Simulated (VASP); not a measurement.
A run of VASP 6.6.1 is set up as follows.

INCAR

```
PREC = Accurate ; ENCUT = 520
EDIFF = 1E-6 ; ISMEAR = 0
SIGMA = 0.1 ; LREAL = F
LASPH = T ; NELM = 60
ALGO = Fast ; ISIF = 2
LWAVE = F ; LCHARG = F
NBANDS = 58
```

The input KPOINTS:

```
Automatic mesh
0
Gamma
  6 6 7
```

The input POSCAR:

```
Zr
1.0
    6.6160010973      0.0000000000      0.0000000000
   -3.3080005487      5.7296250217      0.0000000000
    0.0000000000      0.0000000000      4.8610097032
Zr
8
Direct
    0.3333333333      0.1666666667      0.2500000000
    0.3333333333      0.6666666667      0.2500000000
    0.8333333333      0.1666666667      0.2500000000
    0.8333333333      0.6666666667      0.2500000000
    0.1666666667      0.3333333333      0.7500000000
    0.1666666667      0.8333333333      0.7500000000
    0.6666666667      0.3333333333      0.7500000000
    0.6666666667      0.8333333333      0.7500000000
```

Potentials or basis: VASP PAW LDA potentials, release 64 (Zr_sv).

Command:

```console
$ cat potpaw_LDA.64/Zr_sv/POTCAR > POTCAR
$ mpirun -np 1 vasp_std > vasp.out
```

(1) Estimate the pressure.

(2) Estimate the band gap on the k mesh.

Results:

(1) -4.5 GPa.

(2) zero (bands 48 and 49 overlap by 0.61 eV).

Caveat: the stress differs along the axes, from -7 to 0 GPa.
